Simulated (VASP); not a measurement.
# In (P1) in VASP: further runs

Runs on In. Level: PBE. Tasks: single point, relaxation of cell and atoms.

Program: VASP 6.6.1. These are calculated values, not measurements. Logs are shortened: lines on timing, memory, paths and dates and some standing lists are left out, and cuts for length are marked.

**1. The cell of the first run**

The typed cell holds 3 atoms: a = 3.423 Å, b = 3.394 Å, c = 8.222 Å, α = 82.04°, β = 81.23°, γ = 60.11°.

**2. Single point, PBE**

The input, INCAR:

```
SYSTEM = In
PREC     = Accurate       ! precision mode
ENCUT    = 520            ! plane-wave cutoff, eV
EDIFF    = 1E-7           ! SCF threshold, eV
ISMEAR   = 0              ! smearing method
SIGMA    = 0.1            ! smearing width, eV
LREAL    = .FALSE.        ! projectors in reciprocal space
LASPH    = .TRUE.         ! aspherical terms in the spheres
NELM     = 60             ! most SCF steps
ALGO     = Normal         ! electronic algorithm
ISIF     = 2              ! what is computed and relaxed
LWAVE    = .FALSE.        ! write WAVECAR
LCHARG   = .TRUE.         ! write CHGCAR
GGA      = PE             ! functional
LELF     = .TRUE.         ! ELF
LVHAR    = .TRUE.       
NBANDS   = 26             ! bands
```

The input, KPOINTS:

```
regular mesh
0
G
  6 6 2
  0 0 0
```

The input, POSCAR:

```
In
1.0
    3.4205449019      0.1205562339      0.0527862151
    1.5865867072      2.9999707252      0.0142262010
    1.1056476616      0.6651716154      8.1198216753
In
3
Direct
    0.7774264441      0.7782100367      0.6666860962
    0.5436117919      0.5440542673      0.3344208127
    0.0122950973      0.0110690293      0.9988930911
```

Potentials or basis: VASP PAW PBE potentials, release 64 (In_d).

Run with:

```console
$ cat potpaw_PBE.64/In_d/POTCAR > POTCAR
$ mpirun -np 1 vasp_std > vasp.out
```

OUTCAR:

```text
SYSTEM = In
   PREC = Accurate
   ENCUT = 520
   EDIFF = 1E-7
   ISMEAR = 0
   LREAL = .FALSE.
   LASPH = .TRUE.
   NELM = 60
   ISIF = 2
   GGA = PE

 ion  position               nearest neighbor table
   1  0.777  0.778  0.667-   3 3.26   2 3.26   3 3.36   2 3.36   2 3.39   3 3.39
   2  0.544  0.544  0.334-   3 3.26   1 3.26   3 3.30   1 3.36   1 3.39   3 3.56
   3  0.012  0.011  0.999-   2 3.26   1 3.26   2 3.30   1 3.36   1 3.39   2 3.56

  Warning from LATTYP: Got some problem with cell dimensions!
  Tried to take original basis but could not verify dimensions!
  LATTYP: Found a triclinic cell.
 ALAT       =     3.4230757538
 B/A-ratio  =     0.9973709608
 C/A-ratio  =     2.4018468867
 COS(alpha) =     0.0151590468
 COS(beta)  =     0.1524586641
 COS(gamma) =     0.5072492535

  Lattice vectors:

 A1 = (  -3.4205449019,  -0.1205562339,  -0.0527862151)
 A2 = (  -1.8339581947,   2.8794144913,  -0.0385600141)
 A3 = (  -1.1056476616,  -0.6651716154,  -8.1198216753)

Analysis of symmetry for initial positions (statically):
=====================================================================
 Subroutine PRICEL returns:
 Original cell was already a primitive cell.

 Routine SETGRP: Setting up the symmetry group for a
 triclinic supercell.

 Subroutine GETGRP returns: Found  1 space group operations
 (whereof  1 operations were pure point group operations)
 out of a pool of  2 trial point group operations.

The static configuration has the point symmetry C_1 .

Analysis of symmetry for dynamics (positions and initial velocities):
=====================================================================
 Subroutine PRICEL returns:
 Original cell was already a primitive cell.

 Routine SETGRP: Setting up the symmetry group for a
 triclinic supercell.

 Subroutine GETGRP returns: Found  1 space group operations
 (whereof  1 operations were pure point group operations)
 out of a pool of  2 trial point group operations.

The dynamic configuration has the point symmetry C_1 .

 Subroutine INISYM returns: Found  1 space group operations
 (whereof  1 operations are pure point group operations),
 and found     1 'primitive' translations

----------------------------------------------------------------------------------------

                                     Primitive cell

  volume of cell :      81.6189

  direct lattice vectors                    reciprocal lattice vectors
     3.420544902  0.120556234  0.052786215     0.298334958 -0.157648234 -0.027708763
     1.586586707  2.999970725  0.014226201    -0.011563296  0.339576485 -0.026243398
     1.105647662  0.665171615  8.119821675    -0.001919189  0.000429907  0.123381525

  length of vectors
     3.423075754  3.393712439  8.221703842     0.338562385  0.340785292  0.123397200

  position of ions in fractional coordinates (direct lattice)
     0.777426444  0.778210037  0.666686096
     0.543611792  0.544054267  0.334420813
     0.012295097  0.011069029  0.998893091

  ion indices of the primitive-cell ions
   primitive index   ion index
                 1           1
                 2           2
                 3           3

----------------------------------------------------------------------------------------

 KPOINTS: regular mesh

Automatic generation of k-mesh.
 Grid dimensions read from file:
 generate k-points for:    6    6    2

 Generating k-lattice:

  Cartesian coordinates                     Fractional coordinates (reciprocal lattice)
     0.049722493 -0.026274706 -0.004618127     0.166666667  0.000000000  0.000000000
    -0.001927216  0.056596081 -0.004373900    -0.000000000  0.166666667  0.000000000
    -0.000959594  0.000214954  0.061690763    -0.000000000  0.000000000  0.500000000

  Length of vectors
     0.056427064  0.056797549  0.061698600

  Shift w.r.t. Gamma in fractional coordinates (k-lattice)
     0.000000000  0.000000000  0.000000000

 Subroutine IBZKPT returns following result:
 ===========================================

 Found     40 irreducible k-points:

 Following reciprocal coordinates:
            Coordinates               Weight
  0.000000  0.000000  0.000000      1.000000
  0.166667  0.000000  0.000000      2.000000
  0.333333  0.000000  0.000000      2.000000
  0.500000  0.000000 -0.000000      1.000000
 -0.000000  0.166667  0.000000      2.000000
  0.166667  0.166667  0.000000      2.000000
[... 16 lines left out ...]
  0.333333  0.000000  0.500000      2.000000
  0.500000  0.000000  0.500000      1.000000
 [... further k-points ...]
   k-points           NKPTS =     40   k-points in BZ     NKDIM =     40   number of bands    NBANDS=     26
   number of dos      NEDOS =    301   number of ions     NIONS =      3
   total plane-waves  NPLWV =  50176
   dimension x,y,z NGX =    28 NGY =   28 NGZ =   64
   dimension x,y,z NGXF=    56 NGYF=   56 NGZF=  128
   ions per type =               3
   NGX,Y,Z   is equivalent  to a cutoff of  13.60, 13.72, 12.94 a.u.
   NGXF,Y,Z  is equivalent  to a cutoff of  27.20, 27.43, 25.88 a.u.
 SYSTEM =  In
   PREC   = accura    normal or accurate (medium, high low for compatibility)
   ISTART =      0    job   : 0-new  1-cont  2-samecut
   ICHARG =      2    charge: 1-file 2-atom 10-const
   ISPIN  =      1    spin polarized calculation?
   LNONCOLLINEAR =      F non collinear calculations
   LSORBIT =      F    spin-orbit coupling
   LASPH  =      T    aspherical Exc in radial PAW
   ENCUT  =  520.0 eV  38.22 Ry    6.18 a.u.   6.36  6.31 15.29*2*pi/ulx,y,z
   NELM   =     60;   NELMIN=  2; NELMDL= -5     # of ELM steps
   EDIFF  = 0.1E-06   stopping-criterion for ELM
   LREAL  =      F    real-space projection
   EDIFFG = 0.1E-05   stopping-criterion for IOM
   NSW    =      0    number of steps for IOM
   IBRION =     -1    ionic relax: 0-MD 1-quasi-New 2-CG
   NFREE  =      0    steps in history (QN), initial steepest desc. (CG)
   ISIF   =      2    stress and relaxation
   ISYM   =      2    0-nonsym 1-usesym 2-fastsym
   POTIM  = 0.5000    time-step for ionic-motion
   TEBEG  =    0.0;   TEEND  =   0.0 temperature during run
   PSTRESS=    0.0 pullay stress
   NELECT =      39.0000    total number of electrons
   NUPDOWN=      -1.0000    fix difference up-down
   EMIN   =  10.00;   EMAX   =-10.00  energy-range for DOS
   EFERMI =   0.00;   METHOD = LEGACY
   ISMEAR =     0;   SIGMA  =   0.10  broadening in eV -4-tet -1-fermi 0-gaus
   EFERMI_NEDOS =   21; number of points for ismear=-14 and -15
   IALGO  =     38    algorithm
   IMIX   =      4    mixing-type and parameters
     AMIX     =   0.40;   BMIX     =  1.00
     AMIX_MAG =   1.60;   BMIX_MAG =  1.00
  volume/ion in A,a.u.               =      27.21       183.60
  Fermi-wavevector in a.u.,A,eV,Ry     =   1.279871  2.418605 22.287288  1.638069
  Thomas-Fermi vector in A             =   2.412331
   LORBIT       =      0    0 simple, 1 ext, 2 COOP (PROOUT), +10 PAW based schemes
   GGA     = PE    functional components
   LHFCALC =     F    Hartree Fock is set to
   AEXX    =    0.0000 exact exchange contribution
   IVDW    =     0    specifies the selected vdW correction
   LEPSILON=     F    determine dielectric tensor
   LRPA    =     F    only Hartree local field effects (RPA)
 non-spin polarized calculation
 Gauss-broadening in eV      SIGMA  =   0.10
  energy-cutoff  :      520.00
  volume of cell :       81.62
 maximum number of plane-waves:      2217
 NGX is ok and might be reduce to    28
   NGX = 13   NGY = 13   NGZ = 31

 number of electron      39.0000000 magnetization

 Free energy of the ion-electron system (eV)
  ---------------------------------------------------
  ext. energy  EPLUGINS =         0.00000000
  ---------------------------------------------------
  free energy    TOTEN  =        -7.81754172 eV

  energy without entropy =       -7.81330372  energy(sigma->0) =       -7.81542272

 E-fermi :   7.1477     XC(G=0): -10.0701

 val. band max:        7.1168593557   @ k =   0.0000   0.3333   0.5000
 cond. band min:       7.2138055075   @ k =  -0.0000   0.5000   0.5000
 fundamental gap:      0.0969461518
 Fermi energy:         7.1477401584

 k-point     1 :       0.0000    0.0000    0.0000
  band No.  band energies     occupation
      1      -7.5693      2.00000
      2      -7.5528      2.00000
      3      -7.5420      2.00000
      4      -7.5289      2.00000
      5      -7.4929      2.00000
      6      -7.4893      2.00000
[... 18 lines left out ...]
     25      16.6883      0.00000
     26      16.8672      0.00000

 k-point     2 :       0.1667    0.0000    0.0000
  band No.  band energies     occupation
      1      -7.5791      2.00000
      2      -7.5678      2.00000
      3      -7.5335      2.00000
      4      -7.5199      2.00000
      5      -7.4893      2.00000
      6      -7.4828      2.00000
[... 18 lines left out ...]
     25      14.1910      0.00000
     26      15.8511      0.00000

 k-point     3 :       0.3333    0.0000    0.0000
  band No.  band energies     occupation
      1      -7.6439      2.00000
      2      -7.6160      2.00000
      3      -7.5669      2.00000
      4      -7.5381      2.00000
      5      -7.5213      2.00000
      6      -7.5058      2.00000
[... 18 lines left out ...]
     25      12.3573      0.00000
     26      14.0242      0.00000

 k-point     4 :       0.5000    0.0000   -0.0000
  band No.  band energies     occupation
      1      -7.6725      2.00000
      2      -7.6377      2.00000
      3      -7.6117      2.00000
      4      -7.5632      2.00000
      5      -7.5541      2.00000
      6      -7.5146      2.00000
[... 18 lines left out ...]
     25      11.7365      0.00000
     26      12.6784      0.00000

 k-point     5 :      -0.0000    0.1667    0.0000
  band No.  band energies     occupation
      1      -7.5736      2.00000
      2      -7.5611      2.00000
      3      -7.5314      2.00000
      4      -7.5140      2.00000
      5      -7.4868      2.00000
      6      -7.4802      2.00000
[... 18 lines left out ...]
     25      14.0674      0.00000
     26      15.7439      0.00000

 k-point     6 :       0.1667    0.1667    0.0000
  band No.  band energies     occupation
      1      -7.5958      2.00000
      2      -7.5350      2.00000
      3      -7.5299      2.00000
      4      -7.5006      2.00000
      5      -7.4993      2.00000
      6      -7.4842      2.00000
[... 427 lines left out ...]
 k-point    21 :      -0.0000   -0.0000    0.5000
  band No.  band energies     occupation
      1      -7.5789      2.00000
      2      -7.5488      2.00000
      3      -7.5403      2.00000
      4      -7.5219      2.00000
      5      -7.5031      2.00000
      6      -7.4877      2.00000
[... 18 lines left out ...]
     25      16.0579      0.00000
     26      16.4605      0.00000

 k-point    22 :       0.1667    0.0000    0.5000
  band No.  band energies     occupation
      1      -7.5876      2.00000
      2      -7.5569      2.00000
      3      -7.5406      2.00000
      4      -7.5084      2.00000
      5      -7.5023      2.00000
      6      -7.4818      2.00000
[... 18 lines left out ...]
     25      14.4722      0.00000
     26      15.1012      0.00000

 k-point    23 :       0.3333    0.0000    0.5000
  band No.  band energies     occupation
      1      -7.6575      2.00000
      2      -7.5966      2.00000
      3      -7.5755      2.00000
      4      -7.5339      2.00000
      5      -7.5121      2.00000
      6      -7.4780      2.00000
[... 18 lines left out ...]
     25      13.7319      0.00000
     26      13.9775      0.00000

 k-point    24 :       0.5000    0.0000    0.5000
  band No.  band energies     occupation
      1      -7.6919      2.00000
      2      -7.6354      2.00000
      3      -7.5634      2.00000
      4      -7.5602      2.00000
      5      -7.5443      2.00000
      6      -7.5120      2.00000
[... 18 lines left out ...]
     25      13.2419      0.00000
     26      13.4766      0.00000

 [... further k-points ...]

------------------------ aborting loop because EDIFF is reached ----------------------------------------

  FORCE on cell =-STRESS in cart. coord.  units (eV):
  Direction    XX          YY          ZZ          XY          YZ          ZX
  --------------------------------------------------------------------------------------
  -------------------------------------------------------------------------------------
  Total       -0.0446577     -0.0424308      0.0147386     -0.0028775     -0.0271757      0.0479691
  in kB       -0.8766292     -0.8329159      0.2893185     -0.0564853     -0.5334585      0.9416317
  external PRESSURE =      -0.4734089 kB  Pullay stress =       0.0000000 kB

 VOLUME and BASIS-vectors are now :
 -----------------------------------------------------------------------------
  energy-cutoff  :      520.00
  volume of cell :       81.62
      direct lattice vectors                 reciprocal lattice vectors
     3.420544902  0.120556234  0.052786215     0.298334958 -0.157648234 -0.027708763
     1.586586707  2.999970725  0.014226201    -0.011563296  0.339576485 -0.026243398
     1.105647662  0.665171615  8.119821675    -0.001919189  0.000429907  0.123381525

 POSITION                                       TOTAL-FORCE (eV/Angst)
 -----------------------------------------------------------------------------------
      4.63104      2.87179      5.46548         0.000176     -0.000480     -0.000635
      3.09239      1.92013      2.75187         0.007967      0.002145     -0.008724
      1.16404      0.69912      8.11164        -0.008143     -0.001665      0.009359
 -----------------------------------------------------------------------------------
    total drift:                                0.000270      0.000056     -0.000108

  FREE ENERGIE OF THE ION-ELECTRON SYSTEM (eV)
  ---------------------------------------------------
  free  energy   TOTEN  =        -7.8175417151 eV

  energy  without entropy=       -7.8133037214  energy(sigma->0) =       -7.81542272
```

It took 2 min on 1 thread of Intel Xeon 8259CL, shared host; peak memory 0.24 GiB.

Results:

- Free energy: -7.8175 eV
- Pressure: 0.0 GPa
- Largest force: 0.013 eV/Å
- Band gap on the k mesh: zero (an odd number of electrons rules out a gap without spin polarisation)

Forces on the atoms (eV/Å):
```
In   0.000  0.000 -0.001
In   0.008  0.002 -0.009
In  -0.008 -0.002  0.009
```

Caveat: the k points lie up to 0.39 Å⁻¹ apart, too coarse for converged energies and pressures of a metal; spin-orbit coupling is left out, which moves the levels of the heavy elements.

(Continued in part 2 of 2.)

The gap in the log of VASP goes by the Fermi energy; the results here count the filled bands.